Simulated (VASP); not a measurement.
# Si2W (I4/mmm) in VASP: further runs

Runs on Si2W. Level: PBE. Tasks: single point.

Everything below comes from runs of VASP 6.6.1. Logs are shortened: lines on timing, memory, paths and dates and some standing lists are left out, and cuts for length are marked.

## 1. The cell of the first run

It takes space group I4/mmm (No. 139, tetragonal). The conventional cell has a = 3.450 Å, b = 3.450 Å, c = 7.445 Å, α = 90.00°, β = 90.00°, γ = 90.00°. Within 3.3 Å of Si (site symmetry 4mm) lie 5 Si at 2.46 to 2.75 Å and 5 W at 2.49 to 2.73 Å. Within 3.3 Å of W (site symmetry 4/mmm) lie 10 Si at 2.49 to 2.73 Å.

## 2. Single point, PBE (14.77 Å³/atom)

File INCAR:

```
SYSTEM = Si2W
ALGO = Normal
EDIFF = 1E-6
ENCUT = 520
GGA = PE
ISIF = 2
ISMEAR = 0
LASPH = .True.
LCHARG = .False.
LREAL = .False.
LWAVE = .False.
NBANDS = 18
NELM = 80
PREC = Accurate
SIGMA = 0.15
```

File KPOINTS:

```
k-points
0
Gamma
  18 18 18
  0 0 0
```

File POSCAR:

```
Si2W
1.0
   -1.7249792583      1.7249792583      3.7223327415
    1.7249792583     -1.7249792583      3.7223327415
    1.7249792583      1.7249792583     -3.7223327415
Si W
2 1
Direct
    0.3345726944      0.3345726944      0.0000000000
    0.6654273056      0.6654273056      0.0000000000
    0.0000000000      0.0000000000      0.0000000000
```

Potentials or basis: VASP PAW PBE potentials, release 64 (Si, W_sv).

The run is started by

```sh
cat potpaw_PBE.64/Si/POTCAR potpaw_PBE.64/W_sv/POTCAR > POTCAR
mpirun -np 1 vasp_std > vasp.out
```

OUTCAR:

```text
SYSTEM = Si2W
   EDIFF = 1E-6
   ENCUT = 520
   GGA = PE
   ISIF = 2
   ISMEAR = 0
   LASPH = .True.
   LREAL = .False.
   NELM = 80
   PREC = Accurate

 ion  position               nearest neighbor table
   1  0.335  0.335  0.000-   2 2.46   3 2.49   3 2.73   3 2.73   3 2.73   3 2.73   2 2.75   2 2.75
                             2 2.75   2 2.75
   2  0.665  0.665  0.000-   1 2.46   3 2.49   3 2.73   3 2.73   3 2.73   3 2.73   1 2.75   1 2.75
                             1 2.75   1 2.75
   3  0.000  0.000  0.000-   1 2.49   2 2.49   2 2.73   2 2.73   1 2.73   1 2.73   2 2.73   2 2.73
                             1 2.73   1 2.73

  LATTYP: Found a body centered tetragonal cell.
 ALAT       =     3.4499585166
 C/A-ratio  =     2.1579000000

  Lattice vectors:

 A1 = (  -1.7249792583,   1.7249792583,   3.7223327415)
 A2 = (   1.7249792583,  -1.7249792583,   3.7223327415)
 A3 = (   1.7249792583,   1.7249792583,  -3.7223327415)

Analysis of symmetry for initial positions (statically):
=====================================================================
 Subroutine PRICEL returns:
 Original cell was already a primitive cell.

 Routine SETGRP: Setting up the symmetry group for a
 body centered tetragonal supercell.

 Subroutine GETGRP returns: Found 16 space group operations
 (whereof 16 operations were pure point group operations)
 out of a pool of 16 trial point group operations.

The static configuration has the point symmetry D_4h.

Analysis of symmetry for dynamics (positions and initial velocities):
=====================================================================
 Subroutine PRICEL returns:
 Original cell was already a primitive cell.

 Routine SETGRP: Setting up the symmetry group for a
 body centered tetragonal supercell.

 Subroutine GETGRP returns: Found 16 space group operations
 (whereof 16 operations were pure point group operations)
 out of a pool of 16 trial point group operations.

The dynamic configuration has the point symmetry D_4h.

 Subroutine INISYM returns: Found 16 space group operations
 (whereof 16 operations are pure point group operations),
 and found     1 'primitive' translations

----------------------------------------------------------------------------------------

                                     Primitive cell

  volume of cell :      44.3040

  direct lattice vectors                    reciprocal lattice vectors
    -1.724979258  1.724979258  3.722332741     0.000000000  0.289858558  0.134324370
     1.724979258 -1.724979258  3.722332741     0.289858558  0.000000000  0.134324370
     1.724979258  1.724979258 -3.722332741     0.289858558  0.289858558  0.000000000

  length of vectors
     4.450490751  4.450490751  4.450490751     0.319469904  0.319469904  0.409921904

  position of ions in fractional coordinates (direct lattice)
     0.334572694  0.334572694  0.000000000
     0.665427306  0.665427306  0.000000000
     0.000000000  0.000000000  0.000000000

  ion indices of the primitive-cell ions
   primitive index   ion index
                 1           1
                 2           2
                 3           3

----------------------------------------------------------------------------------------

 KPOINTS: k-points

Automatic generation of k-mesh.
 Grid dimensions read from file:
 generate k-points for:   18   18   18

 Generating k-lattice:

  Cartesian coordinates                     Fractional coordinates (reciprocal lattice)
     0.000000000  0.016103253  0.007462465     0.055555556  0.000000000 -0.000000000
     0.016103253  0.000000000  0.007462465     0.000000000  0.055555556 -0.000000000
     0.016103253  0.016103253  0.000000000     0.000000000  0.000000000  0.055555556

  Length of vectors
     0.017748328  0.017748328  0.022773439

  Shift w.r.t. Gamma in fractional coordinates (k-lattice)
     0.000000000  0.000000000  0.000000000

 Subroutine IBZKPT returns following result:
 ===========================================

 Found    480 irreducible k-points:

 Following reciprocal coordinates:
            Coordinates               Weight
  0.000000  0.000000  0.000000      1.000000
  0.055556  0.000000 -0.000000      8.000000
  0.111111  0.000000 -0.000000      8.000000
  0.166667  0.000000  0.000000      8.000000
  0.222222  0.000000 -0.000000      8.000000
  0.277778  0.000000  0.000000      8.000000
[... 16 lines left out ...]
 -0.277778  0.055556  0.000000     16.000000
 -0.222222  0.055556  0.000000     16.000000
 [... further k-points ...]
   k-points           NKPTS =    480   k-points in BZ     NKDIM =    480   number of bands    NBANDS=     18
   number of dos      NEDOS =    301   number of ions     NIONS =      3
   total plane-waves  NPLWV =  46656
   dimension x,y,z NGX =    36 NGY =   36 NGZ =   36
   dimension x,y,z NGXF=    72 NGYF=   72 NGZF=   72
   ions per type =               2   1
   NGX,Y,Z   is equivalent  to a cutoff of  13.45, 13.45, 13.45 a.u.
   NGXF,Y,Z  is equivalent  to a cutoff of  26.90, 26.90, 26.90 a.u.
 SYSTEM =  Si2W
   PREC   = accura    normal or accurate (medium, high low for compatibility)
   ISTART =      0    job   : 0-new  1-cont  2-samecut
   ICHARG =      2    charge: 1-file 2-atom 10-const
   ISPIN  =      1    spin polarized calculation?
   LNONCOLLINEAR =      F non collinear calculations
   LSORBIT =      F    spin-orbit coupling
   LASPH  =      T    aspherical Exc in radial PAW
   ENCUT  =  520.0 eV  38.22 Ry    6.18 a.u.   8.27  8.27  8.27*2*pi/ulx,y,z
   NELM   =     80;   NELMIN=  2; NELMDL= -5     # of ELM steps
   EDIFF  = 0.1E-05   stopping-criterion for ELM
   LREAL  =      F    real-space projection
   EDIFFG = 0.1E-04   stopping-criterion for IOM
   NSW    =      0    number of steps for IOM
   IBRION =     -1    ionic relax: 0-MD 1-quasi-New 2-CG
   NFREE  =      0    steps in history (QN), initial steepest desc. (CG)
   ISIF   =      2    stress and relaxation
   ISYM   =      2    0-nonsym 1-usesym 2-fastsym
   POTIM  = 0.5000    time-step for ionic-motion
   TEBEG  =    0.0;   TEEND  =   0.0 temperature during run
   PSTRESS=    0.0 pullay stress
   NELECT =      22.0000    total number of electrons
   NUPDOWN=      -1.0000    fix difference up-down
   EMIN   =  10.00;   EMAX   =-10.00  energy-range for DOS
   EFERMI =   0.00;   METHOD = LEGACY
   ISMEAR =     0;   SIGMA  =   0.15  broadening in eV -4-tet -1-fermi 0-gaus
   EFERMI_NEDOS =   21; number of points for ismear=-14 and -15
   IALGO  =     38    algorithm
   IMIX   =      4    mixing-type and parameters
     AMIX     =   0.40;   BMIX     =  1.00
     AMIX_MAG =   1.60;   BMIX_MAG =  1.00
  volume/ion in A,a.u.               =      14.77        99.66
  Fermi-wavevector in a.u.,A,eV,Ry     =   1.296387  2.449817 22.866221  1.680620
  Thomas-Fermi vector in A             =   2.427847
   LORBIT       =      0    0 simple, 1 ext, 2 COOP (PROOUT), +10 PAW based schemes
   GGA     = PE    functional components
   LHFCALC =     F    Hartree Fock is set to
   AEXX    =    0.0000 exact exchange contribution
   IVDW    =     0    specifies the selected vdW correction
   LEPSILON=     F    determine dielectric tensor
   LRPA    =     F    only Hartree local field effects (RPA)
 non-spin polarized calculation
 Gauss-broadening in eV      SIGMA  =   0.15
  energy-cutoff  :      520.00
  volume of cell :       44.30
 maximum number of plane-waves:      1214
 NGX is ok and might be reduce to    36
   NGX = 17   NGY = 17   NGZ = 17

 number of electron      22.0000001 magnetization

 Free energy of the ion-electron system (eV)
  ---------------------------------------------------
  ext. energy  EPLUGINS =         0.00000000
  ---------------------------------------------------
  free energy    TOTEN  =       -24.20575554 eV

  energy without entropy =      -24.20092969  energy(sigma->0) =      -24.20334261

 E-fermi :  10.4483     XC(G=0): -12.0731

 val. band max:       10.4412996769   @ k =  -0.4444  -0.4444   0.3889
 cond. band min:      10.4573732491   @ k =  -0.3889   0.5000   0.3333
 fundamental gap:      0.0160735722
 Fermi energy:        10.4483247390

 k-point     1 :       0.0000    0.0000    0.0000
  band No.  band energies     occupation
      1     -63.3926      2.00000
      2     -27.6692      2.00000
      3     -27.6692      2.00000
      4     -27.5116      2.00000
      5      -2.6678      2.00000
      6       4.6539      2.00000
[... 10 lines left out ...]
     17      16.2979      0.00000
     18      16.2979      0.00000

 k-point     2 :       0.0556    0.0000   -0.0000
  band No.  band energies     occupation
      1     -63.3926      2.00000
      2     -27.6722      2.00000
      3     -27.6690      2.00000
      4     -27.5115      2.00000
      5      -2.6160      2.00000
      6       4.6452      2.00000
[... 10 lines left out ...]
     17      16.2670      0.00000
     18      16.4357      0.00000

 k-point     3 :       0.1111    0.0000   -0.0000
  band No.  band energies     occupation
      1     -63.3924      2.00000
      2     -27.6807      2.00000
      3     -27.6683      2.00000
      4     -27.5114      2.00000
      5      -2.4615      2.00000
      6       4.6047      2.00000
[... 10 lines left out ...]
     17      16.1824      0.00000
     18      16.7588      0.00000

 k-point     4 :       0.1667    0.0000    0.0000
  band No.  band energies     occupation
      1     -63.3920      2.00000
      2     -27.6938      2.00000
      3     -27.6672      2.00000
      4     -27.5112      2.00000
      5      -2.2070      2.00000
      6       4.4803      2.00000
[... 375 lines left out ...]
      4     -27.5095      2.00000
      5      -0.9615      2.00000
      6       3.3047      2.00000
[... 10 lines left out ...]
     17      17.2319      0.00000
     18      18.0273      0.00000

 k-point    23 :      -0.2778    0.0556    0.0000
  band No.  band energies     occupation
      1     -63.3911      2.00000
      2     -27.7262      2.00000
      3     -27.6672      2.00000
      4     -27.5097      2.00000
      5      -1.4633      2.00000
      6       3.9402      2.00000
[... 10 lines left out ...]
     17      16.5884      0.00000
     18      18.0821      0.00000

 k-point    24 :      -0.2222    0.0556    0.0000
  band No.  band energies     occupation
      1     -63.3915      2.00000
      2     -27.7093      2.00000
      3     -27.6687      2.00000
      4     -27.5101      2.00000
      5      -1.8836      2.00000
      6       4.4541      2.00000
[... 10 lines left out ...]
     17      16.0718      0.00000
     18      18.0310      0.00000

 [... further k-points ...]

------------------------ aborting loop because EDIFF is reached ----------------------------------------

  FORCE on cell =-STRESS in cart. coord.  units (eV):
  Direction    XX          YY          ZZ          XY          YZ          ZX
  --------------------------------------------------------------------------------------
  -------------------------------------------------------------------------------------
  Total       -6.6051156     -6.6051156      5.8038519      0.0000000      0.0000000      0.0000000
  in kB     -238.8625503   -238.8625503    209.8862400      0.0000000      0.0000000      0.0000000
  external PRESSURE =     -89.2796202 kB  Pullay stress =       0.0000000 kB

 VOLUME and BASIS-vectors are now :
 -----------------------------------------------------------------------------
  energy-cutoff  :      520.00
  volume of cell :       44.30
      direct lattice vectors                 reciprocal lattice vectors
    -1.724979258  1.724979258  3.722332741     0.000000000  0.289858558  0.134324370
     1.724979258 -1.724979258  3.722332741     0.289858558  0.000000000  0.134324370
     1.724979258  1.724979258 -3.722332741     0.289858558  0.289858558  0.000000000

 POSITION                                       TOTAL-FORCE (eV/Angst)
 -----------------------------------------------------------------------------------
      0.00000      0.00000      2.49078         0.000000      0.000000      0.225056
      0.00000      0.00000      4.95388        -0.000000     -0.000000     -0.225056
      0.00000      0.00000      0.00000         0.000000      0.000000     -0.000000
 -----------------------------------------------------------------------------------
    total drift:                               -0.000000      0.000000      0.000000

  FREE ENERGIE OF THE ION-ELECTRON SYSTEM (eV)
  ---------------------------------------------------
  free  energy   TOTEN  =       -24.2057555387 eV

  energy  without entropy=      -24.2009296874  energy(sigma->0) =      -24.20334261
```

It took 4 min on 1 thread of Intel Xeon Platinum 8488C (Sapphire Rapids), shared host; peak memory 0.48 GiB.

What came out:

* Free energy: -24.2058 eV
* Pressure: -8.9 GPa
* Largest force: 0.225 eV/Å
* Band gap on the k mesh: zero (bands 11 and 12 overlap by 0.47 eV)

Forces in eV/Å, atoms in the order of the input:
```
Si   0.000  0.000  0.225
Si   0.000  0.000 -0.225
W    0.000  0.000  0.000
```

Caveat: the stress differs along the axes, from -24 to 21 GPa; spin-orbit coupling is left out, which moves the levels of the heavy elements.

## 3. Single point, PBE (14.77 Å³/atom)

File INCAR:

```
PREC = Accurate
ENCUT = 520
EDIFF = 1E-6
ISMEAR = 0
SIGMA = 0.15
LREAL = F
LASPH = T
NELM = 60
ALGO = Normal
ISIF = 2
LWAVE = F
LCHARG = F
GGA = PE
NBANDS = 18
```

File KPOINTS:

```
regular mesh
0
Gamma
  18 18 18
```

File POSCAR:

```
Si2W
1.0
   -1.5909520819      1.5909520819      4.3759137012
    1.5909520819     -1.5909520819      4.3759137012
    1.5909520819      1.5909520819     -4.3759137012
Si W
2 1
Direct
    0.3345726944      0.3345726944      0.0000000000
    0.6654273056      0.6654273056      0.0000000000
    0.0000000000      0.0000000000      0.0000000000
```

Potentials or basis: VASP PAW PBE potentials, release 64 (Si, W_sv).

The run is started by

```sh
cat potpaw_PBE.64/Si/POTCAR potpaw_PBE.64/W_sv/POTCAR > POTCAR
mpirun -np 1 vasp_std > vasp.out
```

Run time: 7.2 min. Hardware: 1 thread of Intel Xeon Platinum 8488C (Sapphire Rapids), shared host; peak memory 0.52 GiB.

Results (log left out):

- Free energy: -24.2544 eV
- Pressure: -12.9 GPa
- Largest force: 0.404 eV/Å
- Band gap on the k mesh: zero (bands 11 and 12 overlap by 1.93 eV)

Forces in eV/Å, atoms in the order of the input:
```
Si   0.000  0.000  0.404
Si   0.000  0.000 -0.404
W    0.000  0.000  0.000
```

Stress tensor (GPa, compression positive):
```
 -2.34   0.00   0.00
  0.00  -2.34   0.00
  0.00   0.00 -34.14
```

Levels at points of the mesh, in eV from the Fermi level:
```tsv
k point	band 7	band 8	band 9	band 10	band 11	band 12	band 13	band 14	band 15	band 16
(0.00, 0.00, 0.00)	-5.24	-3.08	-2.06	-2.06	1.18	2.89	3.07	3.36	3.63	3.63
(0.50, 0.00, 0.00)	-5.81	-4.75	-2.73	-1.93	-0.01	2.41	2.56	3.22	3.34	5.81
(0.50, 0.50, 0.00)	-5.43	-5.40	-4.42	-3.59	-1.59	1.54	2.24	2.32	3.19	3.92
(0.50, 0.50, 0.50)	-3.35	-2.27	-0.53	-0.53	-0.03	-0.03	1.25	2.16	3.47	5.65
```

Caveat: the stress differs along the axes, from -34 to -2 GPa; spin-orbit coupling is left out, which moves the levels of the heavy elements.

## 4. Single point, PBE (15.31 Å³/atom)

This run uses another cell than the first one, of 15.31 Å³/atom.

File INCAR:

```
SYSTEM = Si2W
PREC = Accurate
ENCUT = 520
EDIFF = 1E-6
ISMEAR = 0
SIGMA = 0.15
LREAL = .FALSE.
LASPH = .TRUE.
NELM = 80
ALGO = Normal
ISIF = 2
LWAVE = .FALSE.
LCHARG = .FALSE.
GGA = PE
NBANDS = 18
```

File KPOINTS:

```
Automatic mesh
0
G
  18 18 18
  0 0 0
```

File POSCAR:

```
Si2W
1.0
   -1.7816808344      1.7816808344      3.6184156067
    1.7816808344     -1.7816808344      3.6184156067
    1.7816808344      1.7816808344     -3.6184156067
Si W
2 1
Direct
    0.3345726944      0.3345726944      0.0000000000
    0.6654273056      0.6654273056      0.0000000000
    0.0000000000      0.0000000000      0.0000000000
```

The run is started by

```sh
cat potpaw_PBE.64/Si/POTCAR potpaw_PBE.64/W_sv/POTCAR > POTCAR
mpirun -np 1 vasp_std > vasp.out
```

It took 3.9 min on 1 thread of Intel Xeon Platinum 8488C (Sapphire Rapids), shared host; peak memory 0.49 GiB.

It converged, with:

- Free energy: -23.4910 eV
- Pressure: -9.1 GPa
- Largest force: 0.496 eV/Å
- Band gap on the k mesh: zero (bands 11 and 12 overlap by 0.30 eV)

Forces in eV/Å, atoms in the order of the input:
```
Si   0.000  0.000  0.496
Si   0.000  0.000 -0.496
W    0.000  0.000  0.000
```

Stress tensor (GPa, compression positive):
```
-29.96   0.00   0.00
  0.00 -29.96   0.00
  0.00   0.00  32.64
```

Levels at points of the mesh, in eV from the Fermi level:
| k point | band 7 | band 8 | band 9 | band 10 | band 11 | band 12 | band 13 | band 14 | band 15 | band 16 |
| --- | --- | --- | --- | --- | --- | --- | --- | --- | --- | --- |
| (0.00, 0.00, 0.00) | -3.04 | -3.04 | -2.24 | -1.75 | -0.13 | 1.76 | 1.76 | 1.78 | 3.48 | 3.54 |
| (0.50, 0.00, 0.00) | -4.49 | -3.79 | -3.06 | -2.02 | -0.54 | 1.52 | 1.92 | 3.59 | 4.02 | 5.47 |
| (0.50, 0.50, 0.00) | -5.53 | -5.29 | -4.73 | -1.68 | -1.45 | 1.61 | 1.85 | 3.66 | 4.37 | 5.13 |
| (0.50, 0.50, 0.50) | -3.21 | -3.03 | -1.75 | -1.75 | -0.04 | -0.04 | 0.22 | 3.82 | 6.92 | 6.94 |

Caveat: the stress differs along the axes, from -30 to 33 GPa; spin-orbit coupling is left out, which moves the levels of the heavy elements.

## 5. The runs side by side

```tsv
cell	gap on the mesh (eV)	pressure (GPa)	largest force (eV/Å)
a = 4.450 Å, angles 134.4, 134.4, 66.5°, 3 atoms	none	-8.9	0.23
a = 4.920 Å, angles 142.3, 142.3, 54.4°, 3 atoms	none	-12.9	0.40
a = 4.409 Å, angles 132.3, 132.3, 69.7°, 3 atoms	none	-9.1	0.50
```

Alike in all rows: task single point; level PBE; potentials or basis VASP PAW PBE potentials, release 64 (Si, W_sv); no spin polarisation; k mesh 18 × 18 × 18; cutoff (eV) 520; smearing gaussian 0.15 eV.

Caveats: spin-orbit coupling is left out, which moves the levels of the heavy elements; the stress differs along the axes, from -24 to 21 GPa (at least some runs); the stress differs along the axes, from -34 to -2 GPa (at least some runs); the stress differs along the axes, from -30 to 33 GPa (at least some runs).

Absolute energies hang on the potentials; compare differences alone.
